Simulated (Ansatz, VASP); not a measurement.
## Zn: VASP beside Ansatz

```xyz
2
Lattice="1.3178 -2.2825 0.0000 1.3178 2.2825 0.0000 0.0000 0.0000 5.0925" Properties=species:S:1:pos:R:3 pbc="T T T"
Zn    1.3178   -0.7608    1.2731
Zn    1.3178    0.7608    3.8194
```

Alike in both runs: task single point; functional PBE; k mesh 16 × 16 × 7; occupations fermi-dirac, width 0.08 eV; no spin polarisation.

```csv
,VASP,Ansatz
version,VASP 6.6.1,Ansatz 0.2.0
potentials or method,"VASP PAW PBE potentials, release 64 (Zn), cutoff 520 eV","all-electron LAPW, scalar-relativistic"
```

Ansatz gave:

| Property | Result |
| --- | --- |
| pressure (GPa) | 0.1 |
| traceless stress, the component that is largest in VASP (GPa) | -1.20 |

**Question.** What did VASP give for the same quantities?

**Answer.** Pressure (GPa): 0.4; traceless stress, the component that is largest in VASP (GPa): -1.37.

Ansatz ran all-electron here, and VASP with PAW potentials.
